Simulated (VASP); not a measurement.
Sr, 1 atom in the cell. The structure is hexagonal, space group P6/mmm (No. 191). The conventional cell has a = 4.156 Å, b = 4.156 Å, c = 3.883 Å, α = 90.00°, β = 90.00°, γ = 120.00°. Sr (site symmetry 6/mmm) has 8 Sr at 3.88 to 4.16 Å within 5.1 Å. This isn't the form of Sr at room conditions, which is fcc.

```yaml
Program: VASP 6.6.1
Task: relaxation of cell and atoms
Functional: PBEsol
Potentials_or_basis: VASP PAW PBE potentials, release 64 (Sr_sv)
Cutoff: 600 eV
k_mesh: 15 × 15 × 14
Occupations: gaussian, width 0.1 eV
Spin: no spin polarisation
Dipole_correction: no
Further_INCAR_settings: ALGO = Fast; EDIFF = 1e-07; IBRION = 2; EDIFFG = -0.01; NSW = 100; ISIF = 3
```

Potentials or basis: VASP PAW PBE potentials, release 64 (Sr_sv).

Run with:

```console
$ cat potpaw_PBE.64/Sr_sv/POTCAR > POTCAR
$ mpirun -np 1 vasp_std > vasp.out
```

Hardware: 1 thread of Oxide Virtual Turin-like Processor, on a shared host.

Q: How long does it take, and how much memory?

A: Wall time 18 min on 1 thread of Oxide Virtual Turin-like Processor, with other jobs on the host, peak memory 0.3 GiB. Counts: scf iterations 104, k points 216, ion steps 6.
